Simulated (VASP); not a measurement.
# KCl (rocksalt type) (Fm-3m) in VASP: a series of runs

KCl (rocksalt type) is run at these levels: PBE; tasks: electric field gradients.

Everything below comes from runs of VASP 6.6.1. Logs are shortened: lines on timing, memory, paths and dates and some standing lists are left out, and cuts for length are marked.

### Step 1. The cell of the first run

Symmetry: Fm-3m, No. 225, cubic system. Conventional cell: a = 6.463 Å, b = 6.463 Å, c = 6.463 Å, α = 90.00°, β = 90.00°, γ = 90.00°. K (site symmetry m-3m) has 6 Cl at 3.23 Å within 4.3 Å. Within 4.3 Å of Cl (site symmetry m-3m) lie 6 K at 3.23 Å.

### Step 2. Electric field gradients, PBE (volume scaled by 1.04)

INCAR

```
SYSTEM = KCl
PREC = Accurate
ENCUT = 520
EDIFF = 1E-8
ISMEAR = -1
SIGMA = 0.05
LREAL = .False.
LASPH = .True.
NELM = 60
ALGO = Normal
ISIF = 2
LWAVE = .False.
LCHARG = .False.
GGA = PE
LEFG = .True.
NBANDS = 15
```

KPOINTS

```
Automatic mesh
0
Gamma
  13 13 13
  0 0 0
```

POSCAR

```
KCl
1.0
    0.0000000000      3.2314284839      3.2314284839
    3.2314284839      0.0000000000      3.2314284839
    3.2314284839      3.2314284839      0.0000000000
K Cl
1 1
Direct
    0.0000000000      0.0000000000      0.0000000000
    0.5000000000      0.5000000000      0.5000000000
```

Potentials or basis: VASP PAW PBE potentials, release 64 (K_sv, Cl).

Started as:

```console
> cat potpaw_PBE.64/K_sv/POTCAR potpaw_PBE.64/Cl/POTCAR > POTCAR
> mpirun -np 1 vasp_std > vasp.out
```

OUTCAR:

```text
SYSTEM = KCl
   PREC = Accurate
   ENCUT = 520
   EDIFF = 1E-8
   ISMEAR = -1
   LREAL = .False.
   LASPH = .True.
   NELM = 60
   ISIF = 2
   GGA = PE

 ion  position               nearest neighbor table
   1  0.000  0.000  0.000-   2 3.23   2 3.23   2 3.23   2 3.23   2 3.23   2 3.23
   2  0.500  0.500  0.500-   1 3.23   1 3.23   1 3.23   1 3.23   1 3.23   1 3.23

  LATTYP: Found a face centered cubic cell.
 ALAT       =     6.4628569678

  Lattice vectors:

 A1 = (   0.0000000000,   3.2314284839,   3.2314284839)
 A2 = (   3.2314284839,   0.0000000000,   3.2314284839)
 A3 = (   3.2314284839,   3.2314284839,   0.0000000000)

Analysis of symmetry for initial positions (statically):
=====================================================================
 Subroutine PRICEL returns:
 Original cell was already a primitive cell.

 Routine SETGRP: Setting up the symmetry group for a
 face centered cubic supercell.

 Subroutine GETGRP returns: Found 48 space group operations
 (whereof 48 operations were pure point group operations)
 out of a pool of 48 trial point group operations.

The static configuration has the point symmetry O_h .

Analysis of symmetry for dynamics (positions and initial velocities):
=====================================================================
 Subroutine PRICEL returns:
 Original cell was already a primitive cell.

 Routine SETGRP: Setting up the symmetry group for a
 face centered cubic supercell.

 Subroutine GETGRP returns: Found 48 space group operations
 (whereof 48 operations were pure point group operations)
 out of a pool of 48 trial point group operations.

The dynamic configuration has the point symmetry O_h .

 Subroutine INISYM returns: Found 48 space group operations
 (whereof 48 operations are pure point group operations),
 and found     1 'primitive' translations

----------------------------------------------------------------------------------------

                                     Primitive cell

  volume of cell :      67.4860

  direct lattice vectors                    reciprocal lattice vectors
     0.000000000  3.231428484  3.231428484    -0.154730331  0.154730331  0.154730331
     3.231428484  0.000000000  3.231428484     0.154730331 -0.154730331  0.154730331
     3.231428484  3.231428484  0.000000000     0.154730331  0.154730331 -0.154730331

  length of vectors
     4.569929988  4.569929988  4.569929988     0.268000795  0.268000795  0.268000795

  position of ions in fractional coordinates (direct lattice)
     0.000000000  0.000000000  0.000000000
     0.500000000  0.500000000  0.500000000

  ion indices of the primitive-cell ions
   primitive index   ion index
                 1           1
                 2           2

----------------------------------------------------------------------------------------

 KPOINTS: Automatic mesh

Automatic generation of k-mesh.
 Grid dimensions read from file:
 generate k-points for:   13   13   13

 Generating k-lattice:

  Cartesian coordinates                     Fractional coordinates (reciprocal lattice)
    -0.011902333  0.011902333  0.011902333     0.076923077  0.000000000  0.000000000
     0.011902333 -0.011902333  0.011902333     0.000000000  0.076923077  0.000000000
     0.011902333  0.011902333 -0.011902333     0.000000000  0.000000000  0.076923077

  Length of vectors
     0.020615446  0.020615446  0.020615446

  Shift w.r.t. Gamma in fractional coordinates (k-lattice)
     0.000000000  0.000000000  0.000000000

 Subroutine IBZKPT returns following result:
 ===========================================

 Found     84 irreducible k-points:

 Following reciprocal coordinates:
            Coordinates               Weight
  0.000000  0.000000  0.000000      1.000000
  0.076923  0.000000  0.000000      8.000000
  0.153846  0.000000  0.000000      8.000000
  0.230769  0.000000  0.000000      8.000000
  0.307692  0.000000  0.000000      8.000000
  0.384615  0.000000  0.000000      8.000000
[... 16 lines left out ...]
  0.384615  0.153846  0.000000     24.000000
  0.461538  0.153846  0.000000     24.000000
 [... further k-points ...]
   k-points           NKPTS =     84   k-points in BZ     NKDIM =     84   number of bands    NBANDS=     15
   number of dos      NEDOS =    301   number of ions     NIONS =      2
   total plane-waves  NPLWV =  46656
   dimension x,y,z NGX =    36 NGY =   36 NGZ =   36
   dimension x,y,z NGXF=    72 NGYF=   72 NGZF=   72
   ions per type =               1   1
   NGX,Y,Z   is equivalent  to a cutoff of  13.10, 13.10, 13.10 a.u.
   NGXF,Y,Z  is equivalent  to a cutoff of  26.19, 26.19, 26.19 a.u.
 SYSTEM =  KCl
   PREC   = accura    normal or accurate (medium, high low for compatibility)
   ISTART =      0    job   : 0-new  1-cont  2-samecut
   ICHARG =      2    charge: 1-file 2-atom 10-const
   ISPIN  =      1    spin polarized calculation?
   LNONCOLLINEAR =      F non collinear calculations
   LSORBIT =      F    spin-orbit coupling
   LASPH  =      T    aspherical Exc in radial PAW
   ENCUT  =  520.0 eV  38.22 Ry    6.18 a.u.   8.50  8.50  8.50*2*pi/ulx,y,z
   NELM   =     60;   NELMIN=  2; NELMDL= -5     # of ELM steps
   EDIFF  = 0.1E-07   stopping-criterion for ELM
   LREAL  =      F    real-space projection
   EDIFFG = 0.1E-06   stopping-criterion for IOM
   NSW    =      0    number of steps for IOM
   IBRION =     -1    ionic relax: 0-MD 1-quasi-New 2-CG
   NFREE  =      0    steps in history (QN), initial steepest desc. (CG)
   ISIF   =      2    stress and relaxation
   ISYM   =      2    0-nonsym 1-usesym 2-fastsym
   POTIM  = 0.5000    time-step for ionic-motion
   TEBEG  =    0.0;   TEEND  =   0.0 temperature during run
   PSTRESS=    0.0 pullay stress
   NELECT =      16.0000    total number of electrons
   NUPDOWN=      -1.0000    fix difference up-down
   EMIN   =  10.00;   EMAX   =-10.00  energy-range for DOS
   EFERMI =   0.00;   METHOD = LEGACY
   ISMEAR =    -1;   SIGMA  =   0.05  broadening in eV -4-tet -1-fermi 0-gaus
   EFERMI_NEDOS =   21; number of points for ismear=-14 and -15
   IALGO  =     38    algorithm
   IMIX   =      4    mixing-type and parameters
     AMIX     =   0.40;   BMIX     =  1.00
     AMIX_MAG =   1.60;   BMIX_MAG =  1.00
  volume/ion in A,a.u.               =      33.74       227.71
  Fermi-wavevector in a.u.,A,eV,Ry     =   1.013235  1.914737 13.968362  1.026646
  Thomas-Fermi vector in A             =   2.146392
   LORBIT       =      0    0 simple, 1 ext, 2 COOP (PROOUT), +10 PAW based schemes
   GGA     = PE    functional components
   LHFCALC =     F    Hartree Fock is set to
   AEXX    =    0.0000 exact exchange contribution
   IVDW    =     0    specifies the selected vdW correction
   LEPSILON=     F    determine dielectric tensor
   LRPA    =     F    only Hartree local field effects (RPA)
 non-spin polarized calculation
  energy-cutoff  :      520.00
  volume of cell :       67.49
 maximum number of plane-waves:      1841
 NGX is ok and might be reduce to    36
   NGX = 17   NGY = 17   NGZ = 17

 number of electron      16.0000000 magnetization

 Free energy of the ion-electron system (eV)
  ---------------------------------------------------
  ext. energy  EPLUGINS =         0.00000000
  ---------------------------------------------------
  free energy    TOTEN  =        -6.80724141 eV

  energy without entropy =       -6.80724141  energy(sigma->0) =       -6.80724141

 E-fermi :  -0.9516     XC(G=0):  -7.2183

 val. band max:       -2.1404563779   @ k =   0.0000   0.0000   0.0000
 cond. band min:       2.7823951908   @ k =   0.0000   0.0000   0.0000
 fundamental gap:      4.9228515688
 Fermi energy:        -0.9516055299

 k-point     1 :       0.0000    0.0000    0.0000
  band No.  band energies     occupation
      1     -29.5414      2.00000
      2     -14.1747      2.00000
      3     -13.0002      2.00000
      4     -13.0002      2.00000
      5     -13.0002      2.00000
      6      -2.1405      2.00000
      7      -2.1405      2.00000
      8      -2.1405      2.00000
      9       2.7824      0.00000
     10       6.1827      0.00000
     11       6.1827      0.00000
     12       6.1827      0.00000
     13       7.0165      0.00000
     14       7.0165      0.00000
     15      10.5494      0.00000
[... 397 lines left out ...]
 k-point    24 :       0.4615    0.1538    0.0000
  band No.  band energies     occupation
      1     -29.5343      2.00000
      2     -14.2844      2.00000
      3     -13.0216      2.00000
      4     -13.0160      2.00000
      5     -12.8548      2.00000
      6      -2.9228      2.00000
      7      -2.4393      2.00000
      8      -2.3780      2.00000
      9       5.1960      0.00000
     10       5.8069      0.00000
     11       7.8095      0.00000
     12       8.2010      0.00000
     13       8.2111      0.00000
     14       8.4593      0.00000
     15       9.3579      0.00000

 [... further k-points ...]
[... 5 lines left out ...]
  --------------------------------------------------------------------------------------
  -------------------------------------------------------------------------------------
  Total       -0.2343934     -0.2343934     -0.2343934      0.0000000      0.0000000      0.0000000
  in kB       -5.5647083     -5.5647083     -5.5647083      0.0000000      0.0000000      0.0000000
  external PRESSURE =      -5.5647083 kB  Pullay stress =       0.0000000 kB

 VOLUME and BASIS-vectors are now :
 -----------------------------------------------------------------------------
  energy-cutoff  :      520.00
  volume of cell :       67.49
      direct lattice vectors                 reciprocal lattice vectors
     0.000000000  3.231428484  3.231428484    -0.154730331  0.154730331  0.154730331
     3.231428484  0.000000000  3.231428484     0.154730331 -0.154730331  0.154730331
     3.231428484  3.231428484  0.000000000     0.154730331  0.154730331 -0.154730331

 POSITION                                       TOTAL-FORCE (eV/Angst)
 -----------------------------------------------------------------------------------
      0.00000      0.00000      0.00000         0.000000      0.000000      0.000000
      3.23143      3.23143      3.23143        -0.000000     -0.000000     -0.000000
 -----------------------------------------------------------------------------------
    total drift:                                0.000000      0.000000      0.000000

  FREE ENERGIE OF THE ION-ELECTRON SYSTEM (eV)
  ---------------------------------------------------
  free  energy   TOTEN  =        -6.8072414090 eV

  energy  without entropy=       -6.8072414090  energy(sigma->0) =       -6.80724141

 Electric field gradients (V/A^2)
---------------------------------------------------------------------
 ion       V_xx      V_yy      V_zz      V_xy      V_xz      V_yz
---------------------------------------------------------------------
   1      -0.000     0.000    -0.000    -0.000    -0.000    -0.000
   2       0.000     0.000    -0.000    -0.001    -0.001    -0.001
---------------------------------------------------------------------

 Electric field gradients after diagonalization (V/A^2)
 (convention: |V_zz| > |V_xx| > |V_yy|)
----------------------------------------------------------------------
 ion       V_xx      V_yy      V_zz     asymmetry (V_yy - V_xx)/ V_zz
----------------------------------------------------------------------
   1       0.000     0.000    -0.001       0.000
   2       0.001     0.001    -0.001       0.000
----------------------------------------------------------------------

           NMR quadrupolar parameters

 Cq : quadrupolar parameter    Cq=e*Q*V_zz/h
 eta: asymmetry parameters     (V_yy - V_xx)/ V_zz
 Q  : nuclear electric quadrupole moment in mb (millibarn)
----------------------------------------------------------------------
 ion       Cq(MHz)       eta       Q (mb)
----------------------------------------------------------------------
   1      -0.000       0.000       1.000
   2      -0.000       0.000       1.000
----------------------------------------------------------------------
```

Run time: 52 s. Hardware: 1 thread of Intel Xeon Platinum 8488C (Sapphire Rapids), shared host; peak memory 0.25 GiB.

What came out:

```yaml
Free_energy: -6.8072 eV
Pressure: -0.6 GPa
Band_gap_on_the_k_mesh: 4.92 eV, direct
```

Levels at points of the mesh, in eV from the valence-band top:
```csv
k point,band 4,band 5,band 6,band 7,band 8,band 9,band 10,band 11,band 12,band 13
"(0.00, 0.00, 0.00)",-10.86,-10.86,0.00,0.00,0.00,4.92,8.32,8.32,8.32,9.16
```

Caveat: without QUAD_EFG the Cq values of the log hold for a quadrupole moment of 1 mb, not for the nuclei.

### Step 3. Electric field gradients, PBE (volume scaled by 0.96)

INCAR

```
ALGO = Normal
EDIFF = 1E-8
ENCUT = 520
GGA = PE
ISIF = 2
ISMEAR = -1
LASPH = T
LCHARG = F
LEFG = T
LREAL = F
LWAVE = F
NBANDS = 15
NELM = 60
PREC = Accurate
SIGMA = 0.05
```

KPOINTS

```
k-points
0
Gamma
  13 13 13
```

POSCAR

```
KCl
1.0
    0.0000000000      3.1463510734      3.1463510734
    3.1463510734      0.0000000000      3.1463510734
    3.1463510734      3.1463510734      0.0000000000
K Cl
1 1
Direct
    0.0000000000      0.0000000000      0.0000000000
    0.5000000000      0.5000000000      0.5000000000
```

Potentials or basis: VASP PAW PBE potentials, release 64 (K_sv, Cl).

Started as:

```console
> cat potpaw_PBE.64/K_sv/POTCAR potpaw_PBE.64/Cl/POTCAR > POTCAR
> mpirun -np 1 vasp_std > vasp.out
```

OUTCAR:

```text
EDIFF = 1E-8
   ENCUT = 520
   GGA = PE
   ISIF = 2
   ISMEAR = -1
   LASPH = T
   LREAL = F
   NELM = 60
   PREC = Accurate

 ion  position               nearest neighbor table
   1  0.000  0.000  0.000-   2 3.15   2 3.15   2 3.15   2 3.15   2 3.15   2 3.15
   2  0.500  0.500  0.500-   1 3.15   1 3.15   1 3.15   1 3.15   1 3.15   1 3.15

  LATTYP: Found a face centered cubic cell.
 ALAT       =     6.2927021468

  Lattice vectors:

 A1 = (   0.0000000000,   3.1463510734,   3.1463510734)
 A2 = (   3.1463510734,   0.0000000000,   3.1463510734)
[... 644 lines left out ...]
  ---------------------------------------------------
  free  energy   TOTEN  =        -6.8038433440 eV

  energy  without entropy=       -6.8038433439  energy(sigma->0) =       -6.80384334

 Electric field gradients (V/A^2)
---------------------------------------------------------------------
 ion       V_xx      V_yy      V_zz      V_xy      V_xz      V_yz
---------------------------------------------------------------------
   1      -0.000     0.000     0.000    -0.000    -0.000    -0.000
   2       0.000     0.000    -0.000     0.000     0.000     0.000
---------------------------------------------------------------------

 Electric field gradients after diagonalization (V/A^2)
 (convention: |V_zz| > |V_xx| > |V_yy|)
----------------------------------------------------------------------
 ion       V_xx      V_yy      V_zz     asymmetry (V_yy - V_xx)/ V_zz
----------------------------------------------------------------------
   1       0.000     0.000    -0.000       0.000
   2      -0.000    -0.000     0.000       0.000
----------------------------------------------------------------------

           NMR quadrupolar parameters

 Cq : quadrupolar parameter    Cq=e*Q*V_zz/h
 eta: asymmetry parameters     (V_yy - V_xx)/ V_zz
 Q  : nuclear electric quadrupole moment in mb (millibarn)
----------------------------------------------------------------------
 ion       Cq(MHz)       eta       Q (mb)
----------------------------------------------------------------------
   1      -0.000       0.000       1.000
   2       0.000       0.000       1.000
----------------------------------------------------------------------
```

OSZICAR:

```text
N       E                     dE             d eps       ncg     rms          rms(c)
DAV:   1     0.102460261219E+03    0.10246E+03   -0.71040E+03  2520   0.955E+02
DAV:   2    -0.757837187832E+00   -0.10322E+03   -0.94266E+02  3326   0.237E+02
DAV:   3    -0.686937049032E+01   -0.61115E+01   -0.60788E+01  3473   0.512E+01
DAV:   4    -0.709337073265E+01   -0.22400E+00   -0.22394E+00  3835   0.889E+00
DAV:   5    -0.709516076786E+01   -0.17900E-02   -0.17900E-02  3501   0.871E-01    0.333E+00
DAV:   6    -0.680522680868E+01    0.28993E+00   -0.41937E-01  3185   0.327E+00    0.273E+00
DAV:   7    -0.679035656346E+01    0.14870E-01   -0.10195E-01  3479   0.181E+00    0.156E+00
DAV:   8    -0.680248808507E+01   -0.12132E-01   -0.15860E-02  3107   0.944E-01    0.173E-01
DAV:   9    -0.680326821869E+01   -0.78013E-03   -0.94133E-04  3451   0.194E-01    0.962E-02
DAV:  10    -0.680383533291E+01   -0.56711E-03   -0.59514E-04  2667   0.153E-01    0.202E-02
DAV:  11    -0.680384004589E+01   -0.47130E-05   -0.23153E-05  3581   0.273E-02    0.605E-03
DAV:  12    -0.680384294216E+01   -0.28963E-05   -0.38594E-06  2786   0.139E-02    0.489E-03
DAV:  13    -0.680384320770E+01   -0.26553E-06   -0.53090E-07  3479   0.385E-03    0.893E-04
DAV:  14    -0.680384333539E+01   -0.12769E-06   -0.94812E-08  2849   0.195E-03    0.317E-04
DAV:  15    -0.680384334395E+01   -0.85583E-08   -0.13746E-09  2737   0.263E-04
   1 F= -.68038433E+01 E0= -.68038433E+01  d E =-.488358E-10
```

Wall time 79 s (1 thread of AMD EPYC 9R14 (Zen 4), shared host); peak memory 0.21 GiB.

What came out:

```yaml
Free_energy: -6.8038 eV
Pressure: 0.8 GPa
Band_gap_on_the_k_mesh: 5.19 eV, direct
```

Caveat: without QUAD_EFG the Cq values of the log hold for a quadrupole moment of 1 mb, not for the nuclei.

(Part 1 of 2 ends here.)
